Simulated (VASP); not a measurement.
# MgS5 (P-62m) in VASP: a series of runs, part 2 of 2

VASP 6.6.1. Earlier steps stand in the parts before.

## Step 3: Single point, PBE

This run uses another cell than the first one, of 27.84 Å³/atom.

File INCAR:

```
SYSTEM = MgS5
PREC     = Accurate       ! precision mode
ENCUT    = 520            ! plane-wave cutoff, eV
EDIFF    = 1E-7           ! SCF threshold, eV
ISMEAR   = 0              ! smearing method
SIGMA    = 0.1            ! smearing width, eV
LREAL    = .FALSE.        ! projectors in reciprocal space
LASPH    = .TRUE.         ! aspherical terms in the spheres
NELM     = 100            ! most SCF steps
ALGO     = Normal         ! electronic algorithm
ISIF     = 2              ! what is computed and relaxed
LWAVE    = .FALSE.        ! write WAVECAR
LCHARG   = .FALSE.        ! write CHGCAR
GGA      = PE             ! functional
NBANDS   = 25             ! bands
```

File KPOINTS:

```
regular mesh
0
G
  3 3 4
  0 0 0
```

File POSCAR:

```
MgS5
1.0
    5.9206488400      0.0000000000      0.0000000000
   -2.9603244200      5.1274323000      0.0000000000
    0.0000000000      0.0000000000      5.5032264100
Mg S
1 5
Direct
    0.0000000000      0.0000000000      0.0000000000
    0.0000000000      0.6807405900      0.5000000000
    0.6807405900      0.0000000000      0.5000000000
    0.3192594100      0.3192594100      0.5000000000
    0.6666666700      0.3333333300      0.0000000000
    0.3333333300      0.6666666700      0.0000000000
```

Potentials or basis: VASP PAW PBE potentials, release 64 (Mg, S).

On the command line:

```
> cat potpaw_PBE.64/Mg/POTCAR potpaw_PBE.64/S/POTCAR > POTCAR
> mpirun -np 1 vasp_std > vasp.out
```

OUTCAR:

```text
SYSTEM = MgS5
   PREC = Accurate
   ENCUT = 520
   EDIFF = 1E-7
   ISMEAR = 0
   LREAL = .FALSE.
   LASPH = .TRUE.
   NELM = 100
   ISIF = 2
   GGA = PE

 ion  position               nearest neighbor table
   1  0.000  0.000  0.000-
   2  0.000  0.681  0.500-
   3  0.681  0.000  0.500-
   4  0.319  0.319  0.500-
   5  0.667  0.333  0.000-
   6  0.333  0.667  0.000-

  LATTYP: Found a hexagonal cell.
 ALAT       =     5.9206488400
 C/A-ratio  =     0.9294971816

  Lattice vectors:

 A1 = (   5.9206488400,   0.0000000000,   0.0000000000)
 A2 = (  -2.9603244200,   5.1274323000,   0.0000000000)
 A3 = (   0.0000000000,   0.0000000000,   5.5032264100)

Analysis of symmetry for initial positions (statically):
=====================================================================
 Subroutine PRICEL returns:
 Original cell was already a primitive cell.

 Routine SETGRP: Setting up the symmetry group for a
 hexagonal supercell.

 Subroutine GETGRP returns: Found 12 space group operations
 (whereof 12 operations were pure point group operations)
 out of a pool of 24 trial point group operations.

The static configuration has the point symmetry D_3h.

Analysis of symmetry for dynamics (positions and initial velocities):
=====================================================================
 Subroutine PRICEL returns:
 Original cell was already a primitive cell.

 Routine SETGRP: Setting up the symmetry group for a
 hexagonal supercell.

 Subroutine GETGRP returns: Found 12 space group operations
 (whereof 12 operations were pure point group operations)
 out of a pool of 24 trial point group operations.

The dynamic configuration has the point symmetry D_3h.

 Subroutine INISYM returns: Found 12 space group operations
 (whereof 12 operations are pure point group operations),
 and found     1 'primitive' translations

----------------------------------------------------------------------------------------

                                     Primitive cell

  volume of cell :     167.0654

  direct lattice vectors                    reciprocal lattice vectors
     5.920648840  0.000000000  0.000000000     0.168900407  0.097514696  0.000000000
    -2.960324420  5.127432300  0.000000000     0.000000000  0.195029391  0.000000000
     0.000000000  0.000000000  5.503226410     0.000000000  0.000000000  0.181711586

  length of vectors
     5.920648840  5.920648838  5.503226410     0.195029391  0.195029391  0.181711586

  position of ions in fractional coordinates (direct lattice)
     0.000000000  0.000000000  0.000000000
     0.000000000  0.680740590  0.500000000
     0.680740590  0.000000000  0.500000000
     0.319259410  0.319259410  0.500000000
     0.666666670  0.333333330  0.000000000
     0.333333330  0.666666670  0.000000000

  ion indices of the primitive-cell ions
   primitive index   ion index
                 1           1
                 2           2
                 3           3
                 4           4
[... 23 lines left out ...]

 Subroutine IBZKPT returns following result:
 ===========================================

 Found      9 irreducible k-points:

 Following reciprocal coordinates:
            Coordinates               Weight
  0.000000  0.000000  0.000000      1.000000
  0.333333 -0.000000  0.000000      6.000000
  0.333333  0.333333  0.000000      2.000000
  0.000000  0.000000  0.250000      2.000000
  0.333333 -0.000000  0.250000     12.000000
  0.333333  0.333333  0.250000      4.000000
  0.000000  0.000000  0.500000      1.000000
  0.333333 -0.000000  0.500000      6.000000
  0.333333  0.333333  0.500000      2.000000
   k-points           NKPTS =      9   k-points in BZ     NKDIM =      9   number of bands    NBANDS=     25
   number of dos      NEDOS =    301   number of ions     NIONS =      6
   total plane-waves  NPLWV =  96768
   dimension x,y,z NGX =    48 NGY =   48 NGZ =   42
   dimension x,y,z NGXF=    96 NGYF=   96 NGZF=   84
   ions per type =               1   5
   NGX,Y,Z   is equivalent  to a cutoff of  13.48, 13.48, 12.69 a.u.
   NGXF,Y,Z  is equivalent  to a cutoff of  26.96, 26.96, 25.38 a.u.
 SYSTEM =  MgS5
   PREC   = accura    normal or accurate (medium, high low for compatibility)
   ISTART =      0    job   : 0-new  1-cont  2-samecut
   ICHARG =      2    charge: 1-file 2-atom 10-const
   ISPIN  =      1    spin polarized calculation?
   LNONCOLLINEAR =      F non collinear calculations
   LSORBIT =      F    spin-orbit coupling
   LASPH  =      T    aspherical Exc in radial PAW
   ENCUT  =  520.0 eV  38.22 Ry    6.18 a.u.  11.01 11.01 10.23*2*pi/ulx,y,z
   NELM   =    100;   NELMIN=  2; NELMDL= -5     # of ELM steps
   EDIFF  = 0.1E-06   stopping-criterion for ELM
   LREAL  =      F    real-space projection
   EDIFFG = 0.1E-05   stopping-criterion for IOM
   NSW    =      0    number of steps for IOM
   IBRION =     -1    ionic relax: 0-MD 1-quasi-New 2-CG
   NFREE  =      0    steps in history (QN), initial steepest desc. (CG)
   ISIF   =      2    stress and relaxation
   ISYM   =      2    0-nonsym 1-usesym 2-fastsym
   POTIM  = 0.5000    time-step for ionic-motion
   TEBEG  =    0.0;   TEEND  =   0.0 temperature during run
   PSTRESS=    0.0 pullay stress
   NELECT =      32.0000    total number of electrons
   NUPDOWN=      -1.0000    fix difference up-down
   EMIN   =  10.00;   EMAX   =-10.00  energy-range for DOS
   EFERMI =   0.00;   METHOD = LEGACY
   ISMEAR =     0;   SIGMA  =   0.10  broadening in eV -4-tet -1-fermi 0-gaus
   EFERMI_NEDOS =   21; number of points for ismear=-14 and -15
   IALGO  =     38    algorithm
   IMIX   =      4    mixing-type and parameters
     AMIX     =   0.40;   BMIX     =  1.00
     AMIX_MAG =   1.60;   BMIX_MAG =  1.00
  volume/ion in A,a.u.               =      27.84       187.90
  Fermi-wavevector in a.u.,A,eV,Ry     =   0.943690  1.783315 12.116676  0.890551
  Thomas-Fermi vector in A             =   2.071422
   LORBIT       =      0    0 simple, 1 ext, 2 COOP (PROOUT), +10 PAW based schemes
   GGA     = PE    functional components
   LHFCALC =     F    Hartree Fock is set to
   AEXX    =    0.0000 exact exchange contribution
   IVDW    =     0    specifies the selected vdW correction
   LEPSILON=     F    determine dielectric tensor
   LRPA    =     F    only Hartree local field effects (RPA)
 non-spin polarized calculation
 Gauss-broadening in eV      SIGMA  =   0.10
  energy-cutoff  :      520.00
  volume of cell :      167.07
 maximum number of plane-waves:      4521
 NGX is ok and might be reduce to    48
   NGX = 21   NGY = 21   NGZ = 21

 number of electron      32.0000002 magnetization

 Free energy of the ion-electron system (eV)
  ---------------------------------------------------
  ext. energy  EPLUGINS =         0.00000000
  ---------------------------------------------------
  free energy    TOTEN  =       -14.62984670 eV

  energy without entropy =      -14.58220909  energy(sigma->0) =      -14.60602790

 E-fermi :   1.1599     XC(G=0):  -8.4129

 val. band max:        1.1405442591   @ k =   0.3333  -0.0000   0.2500
 cond. band min:       1.2282845199   @ k =   0.0000   0.0000   0.2500
 fundamental gap:      0.0877402608
 Fermi energy:         1.1598799517

 k-point     1 :       0.0000    0.0000    0.0000
  band No.  band energies     occupation
      1     -11.2869      2.00000
      2      -9.9678      2.00000
      3      -9.7648      2.00000
      4      -9.7648      2.00000
      5      -9.6173      2.00000
      6      -2.1616      2.00000
[... 241 lines left out ...]
     24       7.2484      0.00000
     25       9.2142      0.00000

------------------------ aborting loop because EDIFF is reached ----------------------------------------

  FORCE on cell =-STRESS in cart. coord.  units (eV):
  Direction    XX          YY          ZZ          XY          YZ          ZX
  --------------------------------------------------------------------------------------
  -------------------------------------------------------------------------------------
  Total      -12.1294248    -12.1294248    -12.9479628      0.0000000     -0.0000000      0.0000000
  in kB     -116.3226183   -116.3226182   -124.1724945      0.0000000     -0.0000000      0.0000000
  external PRESSURE =    -118.9392437 kB  Pullay stress =       0.0000000 kB

 VOLUME and BASIS-vectors are now :
 -----------------------------------------------------------------------------
  energy-cutoff  :      520.00
  volume of cell :      167.07
      direct lattice vectors                 reciprocal lattice vectors
     5.920648840  0.000000000  0.000000000     0.168900407  0.097514696  0.000000000
    -2.960324420  5.127432300  0.000000000     0.000000000  0.195029391  0.000000000
     0.000000000  0.000000000  5.503226410     0.000000000  0.000000000  0.181711586

 POSITION                                       TOTAL-FORCE (eV/Angst)
 -----------------------------------------------------------------------------------
      0.00000      0.00000      0.00000         0.000000      0.000000      0.000000
     -2.01521      3.49045      2.75161        -0.363161      0.629014     -0.000000
      4.03043      0.00000      2.75161         0.726323      0.000000      0.000000
      0.94511      1.63698      2.75161        -0.363161     -0.629014      0.000000
      2.96032      1.70914      0.00000         0.000000      0.000000      0.000000
     -0.00000      3.41829      0.00000         0.000000      0.000000      0.000000
 -----------------------------------------------------------------------------------
    total drift:                                0.000000      0.000000      0.000000

  FREE ENERGIE OF THE ION-ELECTRON SYSTEM (eV)
  ---------------------------------------------------
  free  energy   TOTEN  =       -14.6298467014 eV

  energy  without entropy=      -14.5822090942  energy(sigma->0) =      -14.60602790
```

Run time: 27 s. Hardware: 1 thread of Intel Xeon 6975P-C (Granite Rapids), shared host; peak memory 0.28 GiB.

Results:

* Free energy: -14.6298 eV
* Pressure: -11.9 GPa
* Largest force: 0.726 eV/Å
* Band gap on the k mesh: zero (bands 16 and 17 overlap by 0.95 eV)

Forces in eV/Å, atoms in the order of the input:
```
Mg   0.000  0.000  0.000
S   -0.363  0.629  0.000
S    0.726  0.000  0.000
S   -0.363 -0.629  0.000
S    0.000  0.000  0.000
S    0.000  0.000  0.000
```

Stress tensor (GPa, compression positive):
```
-11.63   0.00   0.00
  0.00 -11.63   0.00
  0.00   0.00 -12.42
```

Caveat: the k points lie up to 0.41 Å⁻¹ apart, too coarse for converged energies and pressures of a metal.

## Step 4: Single point, PBE

This run uses another cell than the first one, of 22.97 Å³/atom.

File INCAR:

```
SYSTEM = MgS5
PREC     = Accurate       ! precision mode
ENCUT    = 520            ! plane-wave cutoff, eV
EDIFF    = 1E-7           ! SCF threshold, eV
ISMEAR   = 0              ! smearing method
SIGMA    = 0.1            ! smearing width, eV
LREAL    = .False.        ! projectors in reciprocal space
LASPH    = .True.         ! aspherical terms in the spheres
NELM     = 100            ! most SCF steps
ALGO     = Normal         ! electronic algorithm
ISIF     = 2              ! what is computed and relaxed
LWAVE    = .False.        ! write WAVECAR
LCHARG   = .False.        ! write CHGCAR
GGA      = PE             ! functional
NBANDS   = 25             ! bands
```

File KPOINTS:

```
Automatic mesh
0
Gamma
  6 6 2
  0 0 0
```

File POSCAR:

```
MgS5
1.0
    4.6503363597      0.0000000000      0.0000000000
   -2.3251681799      4.0273094236      0.0000000000
    0.0000000000      0.0000000000      7.3592561543
Mg S
1 5
Direct
    0.0000000000      0.0000000000      0.0000000000
    0.0000000000      0.7365489813      0.5000000000
    0.7365489813      0.0000000000      0.5000000000
    0.2634510187      0.2634510187      0.5000000000
    0.6666666667      0.3333333333      0.0000000000
    0.3333333333      0.6666666667      0.0000000000
```

On the command line:

```
> cat potpaw_PBE.64/Mg/POTCAR potpaw_PBE.64/S/POTCAR > POTCAR
> mpirun -np 1 vasp_std > vasp.out
```

Run time: 32 s. Hardware: 1 thread of Intel Xeon 6975P-C (Granite Rapids), shared host; peak memory 0.24 GiB.

Results (log left out):

```yaml
Free_energy: -20.5508 eV
Pressure: -0.3 GPa
Largest_force: 0.197 eV/Å
Band_gap_on_the_k_mesh: zero (bands 16 and 17 overlap by 0.56 eV)
```

Forces in eV/Å, atoms in the order of the input:
```
Mg   0.000  0.000  0.000
S   -0.099  0.171  0.000
S    0.197  0.000  0.000
S   -0.099 -0.171  0.000
S    0.000  0.000  0.000
S    0.000  0.000  0.000
```

Stress tensor (GPa, compression positive):
```
-0.47  0.00  0.00
 0.00 -0.47  0.00
 0.00  0.00 -0.08
```

Levels at points of the mesh, in eV from the Fermi level:
```csv
k point,band 14,band 15,band 16,band 17,band 18,band 19
"(0.00, 0.00, 0.00)",-1.14,-1.14,-0.06,-0.06,0.32,2.16
"(0.50, 0.00, 0.00)",-0.76,-0.35,0.30,0.71,1.22,2.61
"(0.00, 0.00, 0.50)",-1.20,-1.20,0.06,0.06,0.41,2.83
"(0.50, 0.00, 0.50)",-1.03,-0.42,0.32,0.74,1.21,2.59
```

Caveat: the k points lie up to 0.43 Å⁻¹ apart, too coarse for converged energies and pressures of a metal; semilocal functionals underestimate gaps, and a narrow one can read as zero.

## Step 5: Single point, PBE

This run uses another cell than the first one, of 22.97 Å³/atom.

File INCAR:

```
SYSTEM = MgS5
PREC = Accurate ; ENCUT = 520
EDIFF = 1E-6 ; ISMEAR = 0
SIGMA = 0.1 ; LREAL = .False.
LASPH = .True. ; NELM = 60
ALGO = Normal ; ISIF = 2
LWAVE = .False. ; LCHARG = .False.
GGA = PE ; NBANDS = 25
```

File KPOINTS:

```
Automatic mesh
0
Gamma
  6 6 4
  0 0 0
```

POSCAR is that of step 4.

On the command line:

```
> cat potpaw_PBE.64/Mg/POTCAR potpaw_PBE.64/S/POTCAR > POTCAR
> mpirun -np 1 vasp_std > vasp.out
```

Run time: 36 s. Hardware: 1 thread of Intel Xeon 6975P-C (Granite Rapids), shared host; peak memory 0.25 GiB.

Results (log left out):

* Free energy: -20.5515 eV
* Pressure: -0.4 GPa
* Largest force: 0.191 eV/Å
* Band gap on the k mesh: zero (bands 16 and 17 overlap by 0.57 eV)

Forces on the atoms (eV/Å):
```
Mg   0.000  0.000  0.000
S   -0.096  0.166  0.000
S    0.191  0.000  0.000
S   -0.096 -0.166  0.000
S    0.000  0.000  0.000
S    0.000  0.000  0.000
```

Stress tensor (GPa, compression positive):
```
-0.49  0.00  0.00
 0.00 -0.49  0.00
 0.00  0.00 -0.09
```

Levels at points of the mesh, in eV from the Fermi level:
```tsv
k point	band 12	band 13	band 14	band 15	band 16	band 17	band 18	band 19	band 20	band 21
(0.00, 0.00, 0.00)	-2.48	-1.27	-1.09	-1.09	-0.03	-0.03	0.37	2.20	5.38	5.38
(0.50, 0.00, 0.00)	-2.54	-1.03	-0.73	-0.32	0.35	0.73	1.26	2.63	2.75	3.68
(0.00, 0.00, 0.50)	-2.94	-1.32	-1.16	-1.16	0.08	0.08	0.46	2.87	5.11	5.38
(0.50, 0.00, 0.50)	-1.95	-1.54	-0.99	-0.40	0.36	0.76	1.26	2.61	2.75	3.93
```

Caveat: semilocal functionals underestimate gaps, and a narrow one can read as zero.

## Step 6: The runs side by side

```tsv
cell	k mesh	gap on the mesh (eV)	pressure (GPa)	largest force (eV/Å)
a = 4.679, b = 4.679, c = 7.568 Å, angles 90.0, 90.0, 120.0°, 6 atoms, atomic positions A	3 × 3 × 4	none	-0.3	0.20
a = 5.921, b = 5.921, c = 5.503 Å, angles 90.0, 90.0, 120.0°, 6 atoms, atomic positions B	3 × 3 × 4	none	-11.9	0.73
a = 4.650, b = 4.650, c = 7.359 Å, angles 90.0, 90.0, 120.0°, 6 atoms, atomic positions C	6 × 6 × 2	none	-0.3	0.20
a = 4.650, b = 4.650, c = 7.359 Å, angles 90.0, 90.0, 120.0°, 6 atoms, atomic positions C	6 × 6 × 4	none	-0.4	0.19
```

Alike in all rows: task single point; level PBE; potentials or basis VASP PAW PBE potentials, release 64 (Mg, S); no spin polarisation; cutoff (eV) 520; smearing gaussian 0.1 eV.

Caveats: some runs use coarse meshes; semilocal functionals underestimate gaps, and a narrow one can read as zero (at least some runs).

Total energies depend on the potentials used, so only differences within one code and one set of settings carry meaning.

The gap in the log of VASP goes by the Fermi energy; the results here count the filled bands.